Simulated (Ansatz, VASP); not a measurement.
# One calculation of BiSe3, two programs

The input INCAR:

```
SYSTEM = BiSe3
PREC = Accurate
ENCUT = 600
EDIFF = 1E-6
ISMEAR = 0
SIGMA = 0.1
LREAL = .FALSE.
LASPH = .TRUE.
NELM = 80
ALGO = Normal
ISIF = 3
LWAVE = .FALSE.
LCHARG = .FALSE.
GGA = PE
IBRION = 2
NSW = 90
EDIFFG = -0.04
```

KPOINTS

```
Automatic mesh
0
G
  4 4 4
  0 0 0
```

File POSCAR:

```
BiSe3
1.0
    4.8318746400      0.0000000000      0.0000000000
    0.0000000000      4.8318746400      0.0000000000
    0.0000000000      0.0000000000      4.8318746400
Bi Se
1 3
Direct
    0.0000000000      0.0000000000      0.0000000000
    0.0000000000      0.5000000000      0.5000000000
    0.5000000000      0.0000000000      0.5000000000
    0.5000000000      0.5000000000      0.0000000000
```

Input for Ansatz:

```yaml
crystal:
  lattice:
    - [4.83187464, 0.0, 0.0]
    - [0.0, 4.83187464, 0.0]
    - [0.0, 0.0, 4.83187464]
  atoms:
    - { symbol: Bi, position: [0.0, 0.0, 0.0] }
    - { symbol: Se, position: [0.0, 0.5, 0.5] }
    - { symbol: Se, position: [0.5, 0.0, 0.5] }
    - { symbol: Se, position: [0.5, 0.5, 0.0] }
basis:
  ecutwfc: 420
kpoints:
  mp_grid: { grid: [4, 4, 4] }
hamiltonian:
  xc: pbe
scf:
  occupations: { method: gaussian, width: 0.1 }
  lower_state_search: "off"
output:
  forces: true
  stress: true
  eigenvalues: true
relax:
  adjacent_minimum: "off"
  f_tol: 0.04
  max_steps: 70
  cell: { stress_tol: 0.4 }
```

Change from the starting cell: species swapped into the ZrPt3 type (Pm-3m, No. 221).

Alike in both runs: task relaxation of cell and atoms; functional PBE; k mesh 4 × 4 × 4; occupations gaussian, width 0.1 eV; no spin polarisation.

|  | VASP | Ansatz |
| --- | --- | --- |
| version | VASP 6.6.1 | Ansatz 0.2.0 |
| potentials or method | VASP PAW PBE potentials, release 64 (Bi_d, Se), cutoff 600 eV | scalar-relativistic, plane waves, PAW |
| valence electrons in the cell | 33 | 63 |

|  | VASP | Ansatz | Ansatz less VASP |
| --- | --- | --- | --- |
| gap on the k mesh at the Fermi level, each at its own relaxed structure (eV) | none | none | - |
| relaxed volume (Å³/atom) | 23.59 | 23.59 | +0.004 |
| relaxed cell length with the largest relative difference (Å) | 4.553 | 4.553 | +0.0002 |

A gap of «none» marks a metal or a gap that the smearing closes. VASP's potentials hold 33 valence electrons a cell and Ansatz's 63, so a difference there can come from the potentials and not from the codes.

Neither program's run includes spin-orbit coupling. Noted on VASP's run: the volume moved by over 15 % at a fixed basis, so the end points are rough.
